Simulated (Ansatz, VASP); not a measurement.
# TiO2 in VASP and in Ansatz

```
Ti O
1.0
     4.59645    0.00000    0.00000
     0.00000    4.59645    0.00000
     0.00000    0.00000    2.95405
Ti O
2 4
Direct
  0.50000 0.50000 0.00000
  0.00000 0.00000 0.50000
  0.69536 0.69536 0.50000
  0.80464 0.19536 0.00000
  0.19536 0.80464 0.00000
  0.30464 0.30464 0.50000
```

Alike in both runs: functional r2SCAN; k mesh 6 × 6 × 10; occupations gaussian, width 0.02 eV; no spin polarisation.

Ansatz relaxed the structure, and its values are those at the end. VASP's run is a single point on that final structure, the one shown.

|  | VASP | Ansatz |
| --- | --- | --- |
| version | VASP 6.6.1 | Ansatz 0.2.0 |
| potentials or method | VASP PAW PBE potentials, release 64 (Ti_sv, O), cutoff 520 eV | scalar-relativistic, plane waves, PAW |
| valence electrons in the cell | 48 | 48 |

Ansatz gave:

```
gap on the k mesh at the Fermi level (eV) : 2.22
least direct gap on the mesh (eV)         : 2.22
pressure (GPa)                            : 0.0
rms of the force components (eV/Å)        : 0.002
```

Question: What did VASP give for the same quantities?

Answer: gap on the k mesh at the Fermi level (eV): 2.23; least direct gap on the mesh (eV): 2.23; pressure (GPa): 1.3; rms of the force components (eV/Å): 0.018.

VASP's potentials were made for PBE, not for r2SCAN.
